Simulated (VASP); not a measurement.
# Sc2InN3 (P-3m1) in VASP: notebook

Runs on Sc2InN3. Level: PBE. Tasks: single point, relaxation of cell and atoms.

Program: VASP 6.6.1. These are calculated values, not measurements. Logs are shortened: lines on timing, memory, paths and dates and some standing lists are left out, and cuts for length are marked.

## (1) The cell of the first run

The structure is trigonal, space group P-3m1 (No. 164). Conventional cell: a = 3.249 Å, b = 3.249 Å, c = 7.868 Å, α = 90.00°, β = 90.00°, γ = 120.00°. Sc (site symmetry 3m) has 6 N at 2.25 to 2.28 Å within 3.0 Å. Within 3.1 Å of In (site symmetry -3m) lie 6 N at 2.34 Å. Within 3.0 Å of N (site symmetry 3m) lie 3 Sc at 2.25 Å and 3 In at 2.34 Å. Within 3.0 Å of N (site symmetry -3m) lie 6 Sc at 2.28 Å.

## (2) Single point, PBE

File INCAR:

```
SYSTEM = Sc2InN3
PREC = Accurate
ENCUT = 520
EDIFF = 1E-6
ISMEAR = 0
SIGMA = 0.1
LREAL = .False.
LASPH = .True.
NELM = 100
ALGO = Normal
ISIF = 2
LWAVE = .False.
LCHARG = .False.
GGA = PE
NBANDS = 34
```

File KPOINTS:

```
Automatic mesh
0
Gamma
  6 6 2
  0 0 0
```

File POSCAR:

```
Sc2InN3
1.0
    3.2487143499     -0.0000000027      0.0000000000
   -1.6243571726      2.8134691580      0.0000000000
    0.0000000000      0.0000000000      7.8679716987
Sc In N
2 1 3
Direct
    0.3333333333      0.6666666667      0.6652501861
    0.6666666667      0.3333333333      0.3347498139
    0.0000000000      0.0000000000      0.0000000000
    0.3333333333      0.6666666667      0.1768915324
    0.6666666667      0.3333333333      0.8231084676
    0.0000000000      0.0000000000      0.5000000000
```

Potentials or basis: VASP PAW PBE potentials, release 64 (Sc_sv, In_d, N).

The run is started by

```sh
cat potpaw_PBE.64/Sc_sv/POTCAR potpaw_PBE.64/In_d/POTCAR potpaw_PBE.64/N/POTCAR > POTCAR
mpirun -np 1 vasp_std > vasp.out
```

OUTCAR:

```text
SYSTEM = Sc2InN3
   PREC = Accurate
   ENCUT = 520
   EDIFF = 1E-6
   ISMEAR = 0
   LREAL = .False.
   LASPH = .True.
   NELM = 100
   ISIF = 2
   GGA = PE

 ion  position               nearest neighbor table
   1  0.333  0.667  0.665-   5 2.25   5 2.25   5 2.25   6 2.28   6 2.28   6 2.28   2 3.21   2 3.21
                             2 3.21   3 3.23   3 3.23   3 3.23
   2  0.667  0.333  0.335-   4 2.25   4 2.25   4 2.25   6 2.28   6 2.28   6 2.28   1 3.21   1 3.21
                             1 3.21   3 3.23   3 3.23   3 3.23
   3  0.000  0.000  0.000-   4 2.34   5 2.34   4 2.34   5 2.34   5 2.34   4 2.34   1 3.23   2 3.23
                             1 3.23   2 3.23   1 3.23   2 3.23
   4  0.333  0.667  0.177-   2 2.25   2 2.25   2 2.25   3 2.34   3 2.34   3 2.34
   5  0.667  0.333  0.823-   1 2.25   1 2.25   1 2.25   3 2.34   3 2.34   3 2.34
   6  0.000  0.000  0.500-   1 2.28   2 2.28   1 2.28   2 2.28   2 2.28   1 2.28

  LATTYP: Found a hexagonal cell.
 ALAT       =     3.2487143499
 C/A-ratio  =     2.4218724244

  Lattice vectors:

 A1 = (   3.2487143499,  -0.0000000027,   0.0000000000)
 A2 = (  -1.6243571726,   2.8134691580,   0.0000000000)
 A3 = (   0.0000000000,   0.0000000000,   7.8679716987)

Analysis of symmetry for initial positions (statically):
=====================================================================
 Subroutine PRICEL returns:
 Original cell was already a primitive cell.

 Routine SETGRP: Setting up the symmetry group for a
 hexagonal supercell.

 Subroutine GETGRP returns: Found 12 space group operations
 (whereof 12 operations were pure point group operations)
 out of a pool of 24 trial point group operations.

The static configuration has the point symmetry D_3d.

Analysis of symmetry for dynamics (positions and initial velocities):
=====================================================================
 Subroutine PRICEL returns:
 Original cell was already a primitive cell.

 Routine SETGRP: Setting up the symmetry group for a
 hexagonal supercell.

 Subroutine GETGRP returns: Found 12 space group operations
 (whereof 12 operations were pure point group operations)
 out of a pool of 24 trial point group operations.

The dynamic configuration has the point symmetry D_3d.

 Subroutine INISYM returns: Found 12 space group operations
 (whereof 12 operations are pure point group operations),
 and found     1 'primitive' translations

----------------------------------------------------------------------------------------

                                     Primitive cell

  volume of cell :      71.9145

  direct lattice vectors                    reciprocal lattice vectors
     3.248714350 -0.000000003  0.000000000     0.307814074  0.177716538  0.000000000
    -1.624357173  2.813469158  0.000000000     0.000000000  0.355433077  0.000000000
     0.000000000  0.000000000  7.867971699     0.000000000  0.000000000  0.127097559

  length of vectors
     3.248714350  3.248714350  7.867971699     0.355433077  0.355433077  0.127097559

  position of ions in fractional coordinates (direct lattice)
     0.333333333  0.666666667  0.665250186
     0.666666667  0.333333333  0.334749814
     0.000000000  0.000000000  0.000000000
     0.333333333  0.666666667  0.176891532
     0.666666667  0.333333333  0.823108468
     0.000000000  0.000000000  0.500000000

  ion indices of the primitive-cell ions
   primitive index   ion index
                 1           1
                 2           2
                 3           3
                 4           4
                 5           5
                 6           6

----------------------------------------------------------------------------------------

 KPOINTS: Automatic mesh

Automatic generation of k-mesh.
 Grid dimensions read from file:
 generate k-points for:    6    6    2

 Generating k-lattice:

  Cartesian coordinates                     Fractional coordinates (reciprocal lattice)
     0.051302346  0.029619423  0.000000000     0.166666667  0.000000000  0.000000000
     0.000000000  0.059238846  0.000000000     0.000000000  0.166666667  0.000000000
     0.000000000  0.000000000  0.063548780     0.000000000  0.000000000  0.500000000

  Length of vectors
     0.059238846  0.059238846  0.063548780

  Shift w.r.t. Gamma in fractional coordinates (k-lattice)
     0.000000000  0.000000000  0.000000000

 Subroutine IBZKPT returns following result:
 ===========================================

 Found     14 irreducible k-points:

 Following reciprocal coordinates:
            Coordinates               Weight
  0.000000  0.000000  0.000000      1.000000
  0.166667 -0.000000  0.000000      6.000000
  0.333333  0.000000  0.000000      6.000000
  0.500000 -0.000000  0.000000      3.000000
  0.166667  0.166667  0.000000      6.000000
  0.333333  0.166667  0.000000     12.000000
  0.333333  0.333333  0.000000      2.000000
  0.000000  0.000000  0.500000      1.000000
  0.166667 -0.000000  0.500000      6.000000
  0.333333  0.000000  0.500000      6.000000
  0.500000 -0.000000  0.500000      3.000000
  0.166667  0.166667  0.500000      6.000000
  0.333333  0.166667  0.500000     12.000000
  0.333333  0.333333  0.500000      2.000000
   k-points           NKPTS =     14   k-points in BZ     NKDIM =     14   number of bands    NBANDS=     34
   number of dos      NEDOS =    301   number of ions     NIONS =      6
   total plane-waves  NPLWV =  34560
   dimension x,y,z NGX =    24 NGY =   24 NGZ =   60
   dimension x,y,z NGXF=    48 NGYF=   48 NGZF=  120
   ions per type =               2   1   3
   NGX,Y,Z   is equivalent  to a cutoff of  12.28, 12.28, 12.68 a.u.
   NGXF,Y,Z  is equivalent  to a cutoff of  24.56, 24.56, 25.36 a.u.
 SYSTEM =  Sc2InN3
   PREC   = accura    normal or accurate (medium, high low for compatibility)
   ISTART =      0    job   : 0-new  1-cont  2-samecut
   ICHARG =      2    charge: 1-file 2-atom 10-const
   ISPIN  =      1    spin polarized calculation?
   LNONCOLLINEAR =      F non collinear calculations
   LSORBIT =      F    spin-orbit coupling
   LASPH  =      T    aspherical Exc in radial PAW
   ENCUT  =  520.0 eV  38.22 Ry    6.18 a.u.   6.04  6.04 14.63*2*pi/ulx,y,z
   NELM   =    100;   NELMIN=  2; NELMDL= -5     # of ELM steps
   EDIFF  = 0.1E-05   stopping-criterion for ELM
   LREAL  =      F    real-space projection
   EDIFFG = 0.1E-04   stopping-criterion for IOM
   NSW    =      0    number of steps for IOM
   IBRION =     -1    ionic relax: 0-MD 1-quasi-New 2-CG
   NFREE  =      0    steps in history (QN), initial steepest desc. (CG)
   ISIF   =      2    stress and relaxation
   ISYM   =      2    0-nonsym 1-usesym 2-fastsym
   POTIM  = 0.5000    time-step for ionic-motion
   TEBEG  =    0.0;   TEEND  =   0.0 temperature during run
   PSTRESS=    0.0 pullay stress
   NELECT =      50.0000    total number of electrons
   NUPDOWN=      -1.0000    fix difference up-down
   EMIN   =  10.00;   EMAX   =-10.00  energy-range for DOS
   EFERMI =   0.00;   METHOD = LEGACY
   ISMEAR =     0;   SIGMA  =   0.10  broadening in eV -4-tet -1-fermi 0-gaus
   EFERMI_NEDOS =   21; number of points for ismear=-14 and -15
   IALGO  =     38    algorithm
   IMIX   =      4    mixing-type and parameters
     AMIX     =   0.40;   BMIX     =  1.00
     AMIX_MAG =   1.60;   BMIX_MAG =  1.00
  volume/ion in A,a.u.               =      11.99        80.88
  Fermi-wavevector in a.u.,A,eV,Ry     =   1.450305  2.740679 28.618284  2.103385
  Thomas-Fermi vector in A             =   2.567932
   LORBIT       =      0    0 simple, 1 ext, 2 COOP (PROOUT), +10 PAW based schemes
   GGA     = PE    functional components
   LHFCALC =     F    Hartree Fock is set to
   AEXX    =    0.0000 exact exchange contribution
   IVDW    =     0    specifies the selected vdW correction
   LEPSILON=     F    determine dielectric tensor
   LRPA    =     F    only Hartree local field effects (RPA)
 non-spin polarized calculation
 Gauss-broadening in eV      SIGMA  =   0.10
  energy-cutoff  :      520.00
  volume of cell :       71.91
 maximum number of plane-waves:      1956
   NGX = 13   NGY = 13   NGZ = 29

 number of electron      50.0000004 magnetization

 Free energy of the ion-electron system (eV)
  ---------------------------------------------------
  ext. energy  EPLUGINS =         0.00000000
  ---------------------------------------------------
  free energy    TOTEN  =       -46.88824081 eV

  energy without entropy =      -46.88824081  energy(sigma->0) =      -46.88824081

 E-fermi :   7.3329     XC(G=0): -11.8923

 val. band max:        6.8545860043   @ k =   0.0000   0.0000   0.5000
 cond. band min:       7.8784032815   @ k =   0.5000  -0.0000   0.0000
 fundamental gap:      1.0238172773
 Fermi energy:         7.3329143517

 k-point     1 :       0.0000    0.0000    0.0000
  band No.  band energies     occupation
      1     -41.5861      2.00000
      2     -41.5444      2.00000
      3     -20.4686      2.00000
      4     -20.1732      2.00000
      5     -20.0328      2.00000
      6     -20.0328      2.00000
[... 26 lines left out ...]
     33      11.7909      0.00000
     34      11.7910      0.00000

 k-point     2 :       0.1667   -0.0000    0.0000
  band No.  band energies     occupation
      1     -41.5716      2.00000
      2     -41.5349      2.00000
      3     -20.4303      2.00000
      4     -20.2030      2.00000
      5     -20.1145      2.00000
      6     -20.0938      2.00000
[... 26 lines left out ...]
     33      11.7075      0.00000
     34      11.9734      0.00000

 k-point     3 :       0.3333    0.0000    0.0000
  band No.  band energies     occupation
      1     -41.5410      2.00000
      2     -41.5172      2.00000
      3     -20.4065      2.00000
      4     -20.3521      2.00000
      5     -20.2572      2.00000
      6     -20.1337      2.00000
[... 26 lines left out ...]
     33      11.9894      0.00000
     34      12.6834      0.00000
[... 334 lines left out ...]
 k-point    13 :       0.3333    0.1667    0.5000
  band No.  band energies     occupation
      1     -41.5238      2.00000
      2     -41.5102      2.00000
      3     -20.4355      2.00000
      4     -20.3783      2.00000
      5     -20.2423      2.00000
      6     -20.1983      2.00000
[... 26 lines left out ...]
     33      12.2966      0.00000
     34      12.7287      0.00000

 k-point    14 :       0.3333    0.3333    0.5000
  band No.  band energies     occupation
      1     -41.5109      2.00000
      2     -41.5109      2.00000
      3     -20.3564      2.00000
      4     -20.3473      2.00000
      5     -20.3473      2.00000
      6     -20.2345      2.00000
[... 26 lines left out ...]
     33      12.5016      0.00000
     34      12.7475      0.00000

------------------------ aborting loop because EDIFF is reached ----------------------------------------

  FORCE on cell =-STRESS in cart. coord.  units (eV):
  Direction    XX          YY          ZZ          XY          YZ          ZX
  --------------------------------------------------------------------------------------
  -------------------------------------------------------------------------------------
  Total        0.4354749      0.4354749      0.1772485      0.0000000      0.0000000     -0.0000000
  in kB        9.7019108      9.7019108      3.9489058      0.0000000      0.0000000     -0.0000000
  external PRESSURE =       7.7842424 kB  Pullay stress =       0.0000000 kB

 VOLUME and BASIS-vectors are now :
 -----------------------------------------------------------------------------
  energy-cutoff  :      520.00
  volume of cell :       71.91
      direct lattice vectors                 reciprocal lattice vectors
     3.248714350 -0.000000003  0.000000000     0.307814074  0.177716538  0.000000000
    -1.624357173  2.813469158  0.000000000     0.000000000  0.355433077  0.000000000
     0.000000000  0.000000000  7.867971699     0.000000000  0.000000000  0.127097559

 POSITION                                       TOTAL-FORCE (eV/Angst)
 -----------------------------------------------------------------------------------
      0.00000      1.87565      5.23417         0.000000     -0.000000     -0.016656
      1.62436      0.93782      2.63380        -0.000000      0.000000      0.016656
      0.00000      0.00000      0.00000         0.000000     -0.000000      0.000000
      0.00000      1.87565      1.39178         0.000000      0.000000     -0.059203
      1.62436      0.93782      6.47619        -0.000000      0.000000      0.059203
      0.00000      0.00000      3.93399         0.000000     -0.000000      0.000000
 -----------------------------------------------------------------------------------
    total drift:                                0.000000     -0.000000     -0.000000

  FREE ENERGIE OF THE ION-ELECTRON SYSTEM (eV)
  ---------------------------------------------------
  free  energy   TOTEN  =       -46.8882408082 eV

  energy  without entropy=      -46.8882408082  energy(sigma->0) =      -46.88824081
```

Wall time 32 s (1 thread of Intel Xeon Platinum 8259CL at 2.50GHz (Skylake/Cascade Lake), shared host); peak memory 0.19 GiB.

Results:

* Free energy: -46.8882 eV
* Pressure: 0.8 GPa
* Largest force: 0.059 eV/Å
* Band gap on the k mesh: 1.02 eV, indirect (least direct gap 2.14 eV)

Forces in eV/Å, atoms in the order of the input:
```
Sc   0.000  0.000 -0.017
Sc   0.000  0.000  0.017
In   0.000  0.000  0.000
N    0.000  0.000 -0.059
N    0.000  0.000  0.059
N    0.000  0.000  0.000
```

Stress tensor (GPa, compression positive):
```
0.97 0.00 0.00
0.00 0.97 0.00
0.00 0.00 0.39
```

Levels at points of the mesh, in eV from the valence-band top:
```tsv
k point	band 22	band 23	band 24	band 25	band 26	band 27	band 28	band 29
(0.00, 0.00, 0.00)	-1.15	-0.27	-0.25	-0.25	2.27	2.81	2.81	3.30
(0.50, 0.00, 0.00)	-1.51	-1.37	-1.36	-1.20	1.02	3.19	4.05	4.58
(0.00, 0.00, 0.50)	-1.47	-1.47	0.00	0.00	2.79	2.79	2.83	3.48
(0.50, 0.00, 0.50)	-2.14	-2.14	-1.25	-0.71	1.43	3.18	4.20	4.58
```

Caveat: spin-orbit coupling is left out, which moves the levels of the heavy elements. A k mesh can miss the band edges.

(Part 1 of 2 ends here.)
